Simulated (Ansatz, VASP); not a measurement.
**BaZrO3 in VASP and in Ansatz**

File INCAR:

```
ALGO     = Normal         # electronic algorithm
EDIFF    = 1E-6           # SCF threshold, eV
ENCUT    = 520            # plane-wave cutoff, eV
GGA      = PE             # functional
ISIF     = 2              # what is computed and relaxed
ISMEAR   = 0              # smearing method
LASPH    = True           # aspherical terms in the spheres
LCHARG   = False          # write CHGCAR
LREAL    = False          # projectors in reciprocal space
LWAVE    = False          # write WAVECAR
NBANDS   = 28             # bands
NELM     = 100            # most SCF steps
PREC     = Accurate       # precision mode
SIGMA    = 0.01           # smearing width, eV
```

Contents of KPOINTS:

```
k-points
0
Gamma
  6 6 6
```

POSCAR

```
BaZrO3
1.0
    4.3266369391      0.0000000000      0.0000000000
    0.0000000000      4.3266369391      0.0000000000
    0.0000000000      0.0000000000      4.3266369391
Ba Zr O
1 1 3
Direct
    0.0000000000      0.0000000000      0.0000000000
    0.5000000000      0.5000000000      0.5000000000
    0.0000000000      0.5000000000      0.5000000000
    0.5000000000      0.0000000000      0.5000000000
    0.5000000000      0.5000000000      0.0000000000
```

Input for Ansatz:

```yaml
crystal:
  lattice:
    - [4.326636939116891, 0.0, 0.0]
    - [0.0, 4.326636939116891, 0.0]
    - [0.0, 0.0, 4.326636939116891]
  atoms:
    - { symbol: Ba, position: [0.0, 0.0, 0.0] }
    - { symbol: Zr, position: [0.5, 0.5, 0.5] }
    - { symbol: O, position: [0.0, 0.5, 0.5] }
    - { symbol: O, position: [0.5, 0.0, 0.5] }
    - { symbol: O, position: [0.5, 0.5, 0.0] }
basis:
  ecutwfc: 571.4391111657479
kpoints:
  mp_grid:
    grid: [6, 6, 6]
hamiltonian:
  xc: pbe
scf:
  occupations:
    method: fixed
output:
  stress: true
```

Alike in both runs: task single point; functional PBE; k mesh 6 × 6 × 6; no spin polarisation.

|  | VASP | Ansatz |
| --- | --- | --- |
| version | VASP 6.6.1 | Ansatz 0.2.0 |
| potentials or method | VASP PAW PBE potentials, release 64 (Ba_sv, Zr_sv, O), cutoff 520 eV | plane waves, PAW |
| occupations | gaussian, width 0.01 eV | fixed |
| valence electrons in the cell | 40 | 40 |

|  | VASP | Ansatz | Ansatz less VASP |
| --- | --- | --- | --- |
| pressure (GPa) | -8.2 | -8.9 | -0.70 |

Neither program's run includes spin-orbit coupling.
